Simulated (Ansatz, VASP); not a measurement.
## CdS in VASP and in Ansatz

Contents of POSCAR:

```
CdS
1.0
    0.0000000000      2.9683169126      2.9683169126
    2.9683169126      0.0000000000      2.9683169126
    2.9683169126      2.9683169126      0.0000000000
Cd S
1 1
Direct
    0.0000000000      0.0000000000      0.0000000000
    0.2500000000      0.2500000000      0.2500000000
```

Contents of INCAR.step1:

```
SYSTEM = CdS
ALGO = Normal
EDIFF = 1E-4
ENCUT = 520
GGA = PE
ISMEAR = 0
LASPH = .TRUE.
LCHARG = .FALSE.
LREAL = .FALSE.
LWAVE = .TRUE.
NBANDS = 16
NELM = 60
PREC = Accurate
SIGMA = 0.01
```

File INCAR.step2:

```
SYSTEM = CdS
ALGO = Normal
EDIFF = 1E-6
ENCUT = 520
ISIF = 2
ISMEAR = 0
ISTART = 1
LASPH = .TRUE.
LCHARG = .FALSE.
LMIXTAU = .TRUE.
LREAL = .FALSE.
LWAVE = .FALSE.
METAGGA = R2SCAN
NBANDS = 16
NELM = 60
PREC = Accurate
SIGMA = 0.01
```

Contents of KPOINTS:

```
k-points
0
G
  6 6 6
  0 0 0
```

Input for Ansatz:

```yaml
crystal:
  lattice:
    - [0.0, 2.9683169126, 2.9683169126]
    - [2.9683169126, 0.0, 2.9683169126]
    - [2.9683169126, 2.9683169126, 0.0]
  atoms:
    - { symbol: Cd, position: [0.0, 0.0, 0.0] }
    - { symbol: S, position: [0.25, 0.25, 0.25] }
kpoints:
  mp_grid: { grid: [6, 6, 6] }
hamiltonian:
  xc: r2scan
scf:
  occupations: { method: fixed }
  n_extra_bands: 4
output:
  forces: true
  stress: true
  eigenvalues: true
```

Alike in both runs: task single point; functional r2SCAN; k mesh 6 × 6 × 6; no spin polarisation.

|  | VASP | Ansatz |
| --- | --- | --- |
| version | VASP 6.6.1 | Ansatz 0.2.0 |
| potentials or method | VASP PAW PBE potentials, release 64 (Cd, S) | plane waves, PAW |
| plane-wave cutoff (eV) | 520 | 500 |
| occupations | gaussian, width 0.01 eV | fixed |
| valence electrons in the cell | 18 | 26 |

|  | VASP | Ansatz | Ansatz less VASP |
| --- | --- | --- | --- |
| gap on the k mesh at the Fermi level (eV) | 1.47 | 1.47 | +0.006 |
| pressure (GPa) | -1.4 | -1.7 | -0.27 |

VASP's potentials were made for PBE, not for r2SCAN. VASP's potentials hold 18 valence electrons a cell and Ansatz's 26, so a difference there can come from the potentials and not from the codes.
